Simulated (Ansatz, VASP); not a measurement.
W4C: VASP beside Ansatz

```xyz
5
Lattice="2.8547 0.0000 0.0000 0.0000 4.0372 0.0000 0.0000 0.0000 20.9570" Properties=species:S:1:pos:R:3 pbc="T T T"
W     1.4274    2.0186    4.0000
W     0.0000    0.0000    5.4274
W     1.4274    2.0186    6.8371
W     0.0000    0.0000    7.9570
C     0.0000    0.0000    9.7770
```

Alike in both runs: task single point; functional PBE; k mesh 9 × 7 × 1; occupations gaussian, width 0.1 eV; collinear spin.

|  | VASP | Ansatz |
| --- | --- | --- |
| version | VASP 6.6.1 | Ansatz 0.2.0 |
| potentials or method | VASP PAW PBE potentials, release 64 (W_sv, C), cutoff 520 eV | scalar-relativistic, plane waves, PAW |
| valence electrons in the cell | 60 | 60 |

Ansatz gave:

| Quantity | Value |
| --- | --- |
| gap on the k mesh at the Fermi level (eV) | none |
| rms of the force components (eV/Å) | 1.062 |
| net moment per atom (μB) | 0.00 |
| work function, face that differs most (eV) | 4.08 |

Task: Which values does VASP return?

Result: gap on the k mesh at the Fermi level (eV): none; rms of the force components (eV/Å): 1.088; net moment per atom (μB): 0.00; work function, face that differs most (eV): 4.08.

Atom by atom the forces differ by 0.044 eV/Å (rms over components). A gap of «none» marks a metal or a gap that the smearing closes. Ansatz's warnings: seeded moment not kept.

Spin-orbit coupling is off throughout.
